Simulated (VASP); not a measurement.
# Fe (P6_3/mmc) in VASP: notebook, part 2 of 2

VASP 6.6.1. Earlier steps stand in the parts before.

## (4) Relaxation of cell and atoms, PBEsol, target pressure 12.5 GPa, at which the enthalpy is minimised

This run uses another cell than the first one, of 9.86 Å³/atom.

INCAR reads:

```
SYSTEM = Fe
PREC = Accurate
ENCUT = 600
EDIFF = 1E-7
ISMEAR = 0
SIGMA = 0.1
LREAL = .False.
LASPH = .True.
NELM = 120
ALGO = Normal
ISIF = 3
LWAVE = .False.
LCHARG = .False.
GGA = PS
IBRION = 2
NSW = 100
EDIFFG = -0.002
PSTRESS = 125.0
GGA_COMPAT = .False.
NELMIN = 4
```

KPOINTS reads:

```
Automatic mesh
0
Gamma
  27 27 16
  0 0 0
```

POSCAR reads:

```
Fe
1.0
    2.4341575853      0.0000000000      0.0000000000
   -1.2170787927      2.1080423057      0.0000000000
    0.0000000000      0.0000000000      3.8419344700
Fe
2
Direct
    0.3333333300      0.6666666700      0.2500000000
    0.6666666700      0.3333333300      0.7500000000
```

Potentials or basis: VASP PAW PBE potentials, release 64 (Fe).

Command:

```console
$ cat potpaw_PBE.64/Fe/POTCAR > POTCAR
$ mpirun -np 1 vasp_std > vasp.out
```

OUTCAR:

```text
SYSTEM = Fe
   PREC = Accurate
   ENCUT = 600
   EDIFF = 1E-7
   ISMEAR = 0
   LREAL = .False.
   LASPH = .True.
   NELM = 120
   ISIF = 3
   GGA = PS
   IBRION = 2
   NSW = 100
   EDIFFG = -0.002
   PSTRESS = 125.0
   NELMIN = 4

 ion  position               nearest neighbor table
   1  0.333  0.667  0.250-   2 2.38   2 2.38   2 2.38   2 2.38   2 2.38   2 2.38
   2  0.667  0.333  0.750-   1 2.38   1 2.38   1 2.38   1 2.38   1 2.38   1 2.38

  LATTYP: Found a hexagonal cell.
 ALAT       =     2.4341575853
 C/A-ratio  =     1.5783425417

  Lattice vectors:

 A1 = (   2.4341575853,   0.0000000000,   0.0000000000)
 A2 = (  -1.2170787927,   2.1080423057,   0.0000000000)
 A3 = (   0.0000000000,   0.0000000000,   3.8419344700)

Analysis of symmetry for initial positions (statically):
=====================================================================
 Subroutine PRICEL returns:
 Original cell was already a primitive cell.

 Routine SETGRP: Setting up the symmetry group for a
 hexagonal supercell.

 Subroutine GETGRP returns: Found 24 space group operations
 (whereof 12 operations were pure point group operations)
 out of a pool of 24 trial point group operations.

The static configuration has the point symmetry D_3d.
 The point group associated with its full space group is D_6h.

Analysis of symmetry for dynamics (positions and initial velocities):
=====================================================================
 Subroutine PRICEL returns:
 Original cell was already a primitive cell.

 Routine SETGRP: Setting up the symmetry group for a
 hexagonal supercell.

 Subroutine GETGRP returns: Found 24 space group operations
 (whereof 12 operations were pure point group operations)
 out of a pool of 24 trial point group operations.

The dynamic configuration has the point symmetry D_3d.
 The point group associated with its full space group is D_6h.

 Subroutine INISYM returns: Found 24 space group operations
 (whereof 12 operations are pure point group operations),
 and found     1 'primitive' translations

----------------------------------------------------------------------------------------

                                     Primitive cell

  volume of cell :      19.7141

  direct lattice vectors                    reciprocal lattice vectors
     2.434157585  0.000000000  0.000000000     0.410819746  0.237186891  0.000000000
    -1.217078793  2.108042306  0.000000000     0.000000000  0.474373781  0.000000000
     0.000000000  0.000000000  3.841934470     0.000000000  0.000000000  0.260285543

  length of vectors
     2.434157585  2.434157585  3.841934470     0.474373781  0.474373781  0.260285543

  position of ions in fractional coordinates (direct lattice)
     0.333333330  0.666666670  0.250000000
     0.666666670  0.333333330  0.750000000

  ion indices of the primitive-cell ions
   primitive index   ion index
                 1           1
                 2           2

----------------------------------------------------------------------------------------

 KPOINTS: Automatic mesh
[... 51 lines left out ...]
   number of dos      NEDOS =    301   number of ions     NIONS =      2
   total plane-waves  NPLWV =  12800
   dimension x,y,z NGX =    20 NGY =   20 NGZ =   32
   dimension x,y,z NGXF=    40 NGYF=   40 NGZF=   64
   ions per type =               2
   NGX,Y,Z   is equivalent  to a cutoff of  13.66, 13.66, 13.85 a.u.
   NGXF,Y,Z  is equivalent  to a cutoff of  27.32, 27.32, 27.69 a.u.
 SYSTEM =  Fe
   PREC   = accura    normal or accurate (medium, high low for compatibility)
   ISTART =      0    job   : 0-new  1-cont  2-samecut
   ICHARG =      2    charge: 1-file 2-atom 10-const
   ISPIN  =      1    spin polarized calculation?
   LNONCOLLINEAR =      F non collinear calculations
   LSORBIT =      F    spin-orbit coupling
   LASPH  =      T    aspherical Exc in radial PAW
   ENCUT  =  600.0 eV  44.10 Ry    6.64 a.u.   4.86  4.86  7.67*2*pi/ulx,y,z
   NELM   =    120;   NELMIN=  4; NELMDL= -5     # of ELM steps
   EDIFF  = 0.1E-06   stopping-criterion for ELM
   LREAL  =      F    real-space projection
   EDIFFG = -.2E-02   stopping-criterion for IOM
   NSW    =    100    number of steps for IOM
   IBRION =      2    ionic relax: 0-MD 1-quasi-New 2-CG
   NFREE  =      1    steps in history (QN), initial steepest desc. (CG)
   ISIF   =      3    stress and relaxation
   ISYM   =      2    0-nonsym 1-usesym 2-fastsym
   POTIM  = 0.5000    time-step for ionic-motion
   TEBEG  =    0.0;   TEEND  =   0.0 temperature during run
   PSTRESS=  125.0 pullay stress
   NELECT =      16.0000    total number of electrons
   NUPDOWN=      -1.0000    fix difference up-down
   EMIN   =  10.00;   EMAX   =-10.00  energy-range for DOS
   EFERMI =   0.00;   METHOD = LEGACY
   ISMEAR =     0;   SIGMA  =   0.10  broadening in eV -4-tet -1-fermi 0-gaus
   EFERMI_NEDOS =   21; number of points for ismear=-14 and -15
   IALGO  =     38    algorithm
   IMIX   =      4    mixing-type and parameters
     AMIX     =   0.40;   BMIX     =  1.00
     AMIX_MAG =   1.60;   BMIX_MAG =  1.00
  volume/ion in A,a.u.               =       9.86        66.52
  Fermi-wavevector in a.u.,A,eV,Ry     =   1.527058  2.885721 31.727505  2.331906
  Thomas-Fermi vector in A             =   2.635006
   LORBIT       =      0    0 simple, 1 ext, 2 COOP (PROOUT), +10 PAW based schemes
   GGA     = PS    functional components
   LHFCALC =     F    Hartree Fock is set to
   AEXX    =    0.0000 exact exchange contribution
   IVDW    =     0    specifies the selected vdW correction
   LEPSILON=     F    determine dielectric tensor
   LRPA    =     F    only Hartree local field effects (RPA)
 conjugate gradient relaxation of ions
 non-spin polarized calculation
 Gauss-broadening in eV      SIGMA  =   0.10
  energy-cutoff  :      600.00
  volume of cell :       19.71
 maximum number of plane-waves:       693
 NGX is ok and might be reduce to    20
   NGX =  9   NGY =  9   NGZ = 15

--------------------------------------- Ionic step        1  -------------------------------------------

 number of electron      15.9999994 magnetization

 Free energy of the ion-electron system (eV)
  ---------------------------------------------------
  ext. energy  EPLUGINS =         0.00000000
  ---------------------------------------------------
  free energy    TOTEN  =       -17.87583428 eV

  energy without entropy =      -17.86364615  energy(sigma->0) =      -17.86974022

------------------------ aborting loop because EDIFF is reached ----------------------------------------

  FORCE on cell =-STRESS in cart. coord.  units (eV):
  Direction    XX          YY          ZZ          XY          YZ          ZX
  --------------------------------------------------------------------------------------
  -------------------------------------------------------------------------------------
  Total       -0.2643408     -0.2643408     -0.1917164      0.0000000     -0.0000000      0.0000000
  in kB      -21.4830964    -21.4830964    -15.5808757      0.0000000     -0.0000000      0.0000000
  external PRESSURE =    -144.5156895 kB  Pullay stress =     125.0000000 kB
[... 291 lines left out ...]
--------------------------------------- Ionic step        9  -------------------------------------------

 number of electron      16.0000001 magnetization

 Free energy of the ion-electron system (eV)
  ---------------------------------------------------
  ext. energy  EPLUGINS =         0.00000000
  ---------------------------------------------------
  free energy    TOTEN  =       -17.85077157 eV

  energy without entropy =      -17.83930106  energy(sigma->0) =      -17.84503632

 E-fermi :   7.6280     XC(G=0): -14.3977

 val. band max:        7.6273388896   @ k =   0.2593   0.0000   0.2500
 cond. band min:       7.6284951869   @ k =   0.2593   0.2222   0.2500
 fundamental gap:      0.0011562974
 Fermi energy:         7.6279685005

 k-point     1 :       0.0000    0.0000    0.0000
  band No.  band energies     occupation
      1      -1.7718      2.00000
      2       2.1941      2.00000
      3       5.7696      2.00000
      4       5.7696      2.00000
      5       5.9115      2.00000
      6       6.2950      2.00000
      7       6.2950      2.00000
      8       6.6869      2.00000
      9       6.6869      2.00000
     10       8.1606      0.00000
     11       8.4242      0.00000
     12       8.4242      0.00000
[... 331 lines left out ...]
 k-point    24 :       0.3704    0.0370    0.0000
  band No.  band energies     occupation
      1       2.2696      2.00000
      2       2.9281      2.00000
      3       3.2649      2.00000
      4       4.9359      2.00000
      5       5.5384      2.00000
      6       6.0318      2.00000
      7       6.2364      2.00000
      8       8.2171      0.00000
      9       8.3383      0.00000
     10       8.8045      0.00000
     11       9.0067      0.00000
     12      15.4872      0.00000

 [... further k-points ...]
[... 5 lines left out ...]
  --------------------------------------------------------------------------------------
  -------------------------------------------------------------------------------------
  Total        1.4769671      1.4769671      1.4770957     -0.0000000     -0.0000000      0.0000000
  in kB      125.1603687    125.1603687    125.1712710     -0.0000000     -0.0000000      0.0000000
  external PRESSURE =       0.1640028 kB  Pullay stress =     125.0000000 kB
[... 21 lines left out ...]
  energy  without entropy=      -17.8393010617  energy(sigma->0) =      -17.84503632

  enthalpy is  TOTEN    =       -16.3756969478 eV   P V=        1.4750746229

 reached required accuracy - stopping structural energy minimisation
```

Run time: 14 min. Hardware: 1 thread of Oxide Virtual Turin-like, shared host; peak memory 0.28 GiB.

Results:

```
Free energy                                                : -17.8508 eV
Relaxed volume                                             : 9.45 Å³/atom
Relaxed cell                                               : a = 2.399 Å, b = 2.399 Å, c = 3.795 Å, α = 90.00°, β = 90.00°, γ = 120.00°
Space group after relaxing (to 0.1 Å)                      : P6_3/mmc (No. 194)
Energy change on relaxing (the run minimises the enthalpy) : +12.5 meV/atom
Ionic steps                                                : 9
Pressure after relaxing                                    : 12.5 GPa
Band gap on the k mesh                                     : zero (bands 8 and 9 overlap by 2.16 eV)
```

The path:
```csv
step,energy change (eV),largest force (eV/Å),pressure (GPa),volume (Å³)
1,0.0000,0.0000,-1.95,19.71
2,0.3462,0.0000,54.20,17.28
3,0.0232,0.0000,12.03,18.93
4,0.0248,0.0000,12.45,18.91
5,0.0260,0.0000,12.77,18.90
6,0.0231,0.0000,11.99,18.93
7,0.0243,0.0000,12.32,18.92
8,0.0257,0.0000,12.67,18.90
9,0.0251,0.0000,12.52,18.91
```

Final structure:
```
Fe
1.0
     2.39859    0.00000    0.00000
    -1.19929    2.07724    0.00000
     0.00000    0.00000    3.79465
Fe
2
Cartesian
  0.0000 1.3848 0.9487
  1.1993 0.6924 2.8460
```

Caveat: the cell is relaxed towards a set pressure, so the run minimises the enthalpy, not the energy; the PAW data sets were made with another functional, which shifts forces and pressure a little; the run has no spin polarisation, though such a crystal can be magnetic. Spin polarisation is off, so any magnetic state and its effect on volume and gap are missing.

## (5) Overview

| cell | gap on the mesh (eV) | pressure (GPa) |
| --- | --- | --- |
| relaxed to 3 GPa from a = 2.411, b = 2.411, c = 3.814 Å, angles 90.0, 90.0, 120.0°, 2 atoms | none | 3.0 |
| relaxed to 1e-06 GPa from a = 2.421, b = 2.421, c = 3.830 Å, angles 90.0, 90.0, 120.0°, 2 atoms | none | 0.0 |
| relaxed to 12.5 GPa from a = 2.434, b = 2.434, c = 3.842 Å, angles 90.0, 90.0, 120.0°, 2 atoms | none | 12.5 |

Alike in all rows: task relaxation of cell and atoms; level PBEsol; potentials or basis VASP PAW PBE potentials, release 64 (Fe); no spin polarisation; k mesh 27 × 27 × 16; cutoff (eV) 600; smearing gaussian 0.1 eV.

Caveats: the cell is relaxed towards a set pressure, so the run minimises the enthalpy, not the energy; the PAW data sets were made with another functional, which shifts forces and pressure a little; the run has no spin polarisation, though such a crystal can be magnetic.

Total energies depend on the potentials used, so only differences within one code and one set of settings carry meaning.
